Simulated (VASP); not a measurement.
Input of a VASP 6.6.1 run:

File POSCAR:

```
Ru
1.0
    2.7268158629      0.0000000000      0.0000000000
   -1.3634079315      2.3614918087      0.0000000000
    0.0000000000      0.0000000000      8.7497433100
Ru
4
Direct
    1.0000000000      0.0000000000      0.0000000000
    1.0000000000      0.0000000000      0.5000000000
    0.3333333333      0.6666666667      0.2500000000
    0.6666666667      0.3333333333      0.7500000000
```

The input INCAR.step1:

```
SYSTEM = Ru
PREC = Accurate
ENCUT = 520
ISMEAR = -1
SIGMA = 0.05
LREAL = .False.
LASPH = .True.
NELM = 150
ISPIN = 2
MAGMOM = 1 1 1 1
LMAXMIX = 4
NBANDS = 40
GGA = PE
ALGO = Normal
EDIFF = 1E-4
LWAVE = .True.
LCHARG = .False.
KPAR = 4
```

File INCAR.step2:

```
SYSTEM = Ru
PREC = Accurate
ENCUT = 520
EDIFF = 1E-6
ISMEAR = -1
SIGMA = 0.05
LREAL = .False.
LASPH = .True.
NELM = 150
ALGO = Normal
ISIF = 2
LWAVE = .False.
LCHARG = .True.
ISPIN = 2
MAGMOM = 1 1 1 1
LORBIT = 11
LMAXMIX = 4
METAGGA = R2SCAN
LMIXTAU = .True.
LVHAR = .True.
NBANDS = 40
ISTART = 1
KPAR = 4
```

Contents of KPOINTS:

```
Automatic mesh
0
Gamma
  18 18 5
  0 0 0
```

Potentials or basis: VASP PAW PBE potentials, release 64 (Ru_pv).

The run is started by

```console
$ cat potpaw_PBE.64/Ru_pv/POTCAR > POTCAR
$ cp INCAR.step1 INCAR
$ mpirun -np 4 vasp_std > vasp.out
$ cp INCAR.step2 INCAR
$ mpirun -np 4 vasp_std > vasp.out
```

(1) Estimate the net moment.

(2) What does it give for the band gap on the k mesh?

(3) What does it give for the pressure?

Answers

(1) 0.00 μB per cell.

(2) zero (filled and empty bands overlap).

(3) -10.7 GPa.

Caveat: the cell stands under tension; an empty level that is flat over the whole mesh can mark a ghost state of the potentials, or a narrow d or f band; the PAW data sets were made with another functional, which shifts forces and pressure a little.
